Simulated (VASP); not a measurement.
**Sb: relaxation of cell and atoms with PBEsol**

The system is Sb.

```
CELL_PARAMETERS angstrom
2.15420 1.24373 3.75800
-2.15420 1.24373 3.75800
0.00000 -2.48746 3.75800
ATOMIC_POSITIONS crystal
Sb 0.23349 0.23349 0.23349
Sb 0.76651 0.76651 0.76651
```

```
Program                : VASP 6.6.1
Task                   : relaxation of cell and atoms
Functional             : PBEsol
Potentials or basis    : VASP PAW PBE potentials, release 64 (Sb)
Cutoff                 : 600 eV
k mesh                 : 6 × 6 × 6
Occupations            : gaussian, width 0.1 eV
Spin                   : no spin polarisation
Target pressure        : 6.4 GPa
Dipole correction      : no
Further INCAR settings : ALGO = Normal; EDIFF = 1e-07; IBRION = 2; EDIFFG = -0.05; NSW = 80; ISIF = 3
```

```yaml
Relaxed_volume: 26.97 Å³/atom
Relaxed_cell: a = 4.287 Å, b = 4.287 Å, c = 4.287 Å, α = 58.61°, β = 58.61°, γ = 58.61°
Space_group_after_relaxing_to_0.05_Å: R-3m (No. 166)
Energy_change_on_relaxing_the_enthalpy_is_what_falls: +55.7 meV/atom
Ionic_steps: 9
Pressure_after_relaxing: 6.4 GPa
Largest_force_after_relaxing: 0.007 eV/Å
Band_gap_on_the_k_mesh: zero (band 5 reaches 8.85 eV, above the bottom of band 6 at 8.20 eV)
```

Forces in eV/Å, atoms in the order of the input:
```
Sb   0.000  0.000 -0.007
Sb   0.000  0.000  0.007
```

Stress tensor (GPa, compression positive):
```
6.43 0.00 0.00
0.00 6.43 0.00
0.00 0.00 6.22
```

The path:
| step | energy change (eV) | largest force (eV/Å) | pressure (GPa) | volume (Å³) |
| --- | --- | --- | --- | --- |
| 1 | 0.0000 | 0.0669 | 0.27 | 60.41 |
| 2 | 0.3855 | 1.1464 | 15.13 | 50.85 |
| 3 | 0.0951 | 0.5864 | 6.36 | 55.37 |
| 4 | 0.0967 | 0.3270 | 6.51 | 54.69 |
| 5 | 0.1352 | 0.0193 | 7.16 | 53.39 |
| 6 | 0.1274 | 0.0251 | 7.02 | 53.58 |
| 7 | 0.0905 | 0.0694 | 5.38 | 54.52 |
| 8 | 0.1108 | 0.0156 | 6.33 | 53.97 |
| 9 | 0.1113 | 0.0067 | 6.36 | 53.95 |

Final structure:
```
Sb
1.0
     2.09843    1.21153    3.53679
    -2.09843    1.21153    3.53679
     0.00000   -2.42306    3.53679
Sb
2
Direct
  0.23991 0.23991 0.23991
  0.76009 0.76009 0.76009
```

Levels at points of the mesh, in eV from the Fermi level:
| k point | band 1 | band 2 | band 3 | band 4 | band 5 | band 6 | band 7 | band 8 | band 9 |
| --- | --- | --- | --- | --- | --- | --- | --- | --- | --- |
| (0.00, 0.00, 0.00) | -13.46 | -4.07 | -2.15 | -1.93 | -1.93 | 2.82 | 3.17 | 3.17 | 4.76 |
| (0.50, 0.00, 0.00) | -10.68 | -10.22 | -1.62 | -1.50 | -0.50 | -0.08 | 0.00 | 0.27 | 8.30 |
| (0.50, 0.50, 0.00) | -10.66 | -7.80 | -6.27 | -4.23 | -4.11 | 1.40 | 5.69 | 5.92 | 8.18 |
| (0.50, 0.50, 0.50) | -11.23 | -9.84 | -1.20 | -1.20 | -0.31 | -0.31 | -0.12 | 0.92 | 7.94 |

Wall time 2.7 min on 1 thread of Intel Xeon 8259CL (shared host), peak memory 0.21 GiB.

Caveat: the cell is relaxed towards a set pressure, so the enthalpy falls and the energy may rise; the PAW data sets were made with another functional, which shifts forces and pressure a little; spin-orbit coupling is left out, which moves the levels of the heavy elements; the relaxation stopped at a loose force limit of 0.05 eV/Å, so its end isn't a converged minimum.
